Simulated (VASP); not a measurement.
Set up this calculation in VASP 6.6.1, as the native input.

- Task: single point
- Functional: r2SCAN
- Dispersion: D3(BJ)
- Potentials or basis: VASP PAW PBE potentials, release 64 (Pd)
- Cutoff: 520 eV
- k mesh: 10 × 10 × 10
- Occupations: methfessel-paxton, width 0.02 eV
- Spin: no spin polarisation
- Dipole correction: no
- Further INCAR settings: ALGO = Normal; EDIFF = 1e-06; NBANDS = 11

Crystal: Pd.

```
Pd
1.0
    -1.55811    1.57932    1.57932
     1.54422   -1.55119    1.53730
     1.54422    1.53730   -1.55119
Pd
1
Direct
  0.00000 0.00000 0.00000
```

One way to write it, as run:

POSCAR

```
Pd
1.0
   -1.5581062904      1.5793206478      1.5793206478
    1.5442155573     -1.5511921615      1.5373014284
    1.5442155573      1.5373014284     -1.5511921615
Pd
1
Direct
    0.0000000000      0.0000000000      0.0000000000
```

INCAR.step1

```
SYSTEM = Pd
ALGO = Normal ; EDIFF = 1E-4
ENCUT = 520 ; GGA = PE
ISMEAR = 1 ; LASPH = .TRUE.
LCHARG = .FALSE. ; LREAL = .FALSE.
LWAVE = .TRUE. ; NBANDS = 11
NELM = 60 ; PREC = Accurate
SIGMA = 0.02
```

INCAR.step2

```
SYSTEM = Pd
ALGO = Normal ; EDIFF = 1E-6
ENCUT = 520 ; ISIF = 2
ISMEAR = 1 ; ISTART = 1
IVDW = 12 ; LASPH = .TRUE.
LCHARG = .TRUE. ; LELF = .TRUE.
LMIXTAU = .TRUE. ; LREAL = .FALSE.
LVHAR = .TRUE. ; LWAVE = .FALSE.
METAGGA = R2SCAN ; NBANDS = 11
NELM = 60 ; PREC = Accurate
SIGMA = 0.02 ; VDW_A1 = 0.49484001
VDW_A2 = 5.73083694 ; VDW_S6 = 1.0
VDW_S8 = 0.78981345
```

KPOINTS

```
k-points
0
G
  10 10 10
  0 0 0
```

Potentials or basis: VASP PAW PBE potentials, release 64 (Pd).

Run with:

```bash
$ cat potpaw_PBE.64/Pd/POTCAR > POTCAR
$ cp INCAR.step1 INCAR
$ mpirun -np 1 vasp_std > vasp.out
$ cp INCAR.step2 INCAR
$ mpirun -np 1 vasp_std > vasp.out
```

It gave:

* Pressure: -2.2 GPa
* Band gap on the k mesh: zero (band 5 reaches 10.01 eV, above the bottom of band 6 at 8.32 eV)
* Dispersion energy per atom: -0.311 eV

Caveat: three body term missing; the PAW data sets were made with another functional, which shifts forces and pressure a little; pairwise dispersion overbinds metals, which lowers pressure and volume.

It took 73 s on 1 thread of AMD EPYC 9R45 96-Core Processor (Zen 5), with other jobs on the host, peak memory 0.14 GiB.
